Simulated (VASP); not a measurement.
Here is a VASP 6.6.1 calculation.

Contents of POSCAR:

```
NiO2
1.0
    1.3857810925      0.8000810868      4.9620506893
   -1.3857810925      0.8000810868      4.9620506893
    0.0000000000     -1.6001621736      4.9620506893
Ni O
1 2
Direct
    0.0000000000      0.0000000000      0.0000000000
    0.6034691195      0.6034691195      0.6034691195
    0.3965308805      0.3965308805      0.3965308805
```

INCAR.step1

```
SYSTEM = NiO2
PREC = Accurate
ENCUT = 770
ISMEAR = 0
SIGMA = 0.02
LREAL = .False.
LASPH = .True.
NELM = 120
NBANDS = 22
GGA = PE
ALGO = Normal
EDIFF = 1E-5
LWAVE = .True.
LCHARG = .False.
GGA_COMPAT = .False.
```

Contents of INCAR.step2:

```
SYSTEM = NiO2
PREC = Accurate
ENCUT = 770
EDIFF = 1E-6
ISMEAR = 0
SIGMA = 0.02
LREAL = .False.
LASPH = .True.
NELM = 120
ALGO = Normal
ISIF = 2
LWAVE = .False.
LCHARG = .True.
METAGGA = R2SCAN
LMIXTAU = .True.
LELF = .True.
LVHAR = .True.
NBANDS = 22
ISTART = 1
GGA_COMPAT = .False.
```

The input KPOINTS:

```
regular mesh
0
Gamma
  12 12 12
  0 0 0
```

Potentials or basis: VASP PAW PBE potentials, release 64 (Ni_sv_GW, O).

The run is started by

```sh
$ cat potpaw_PBE.64/Ni_sv_GW/POTCAR potpaw_PBE.64/O/POTCAR > POTCAR
$ cp INCAR.step1 INCAR
$ mpirun -np 1 vasp_std > vasp.out
$ cp INCAR.step2 INCAR
$ mpirun -np 1 vasp_std > vasp.out
```

(1) Estimate the largest force.

(2) What does it give for the band gap on the k mesh?

Results:

(1) 0.063 eV/Å.

(2) 1.55 eV (least direct gap 1.76 eV).

Caveat: the PAW data sets were made with another functional, which shifts forces and pressure a little; the run has no spin polarisation, though such a crystal can be magnetic.
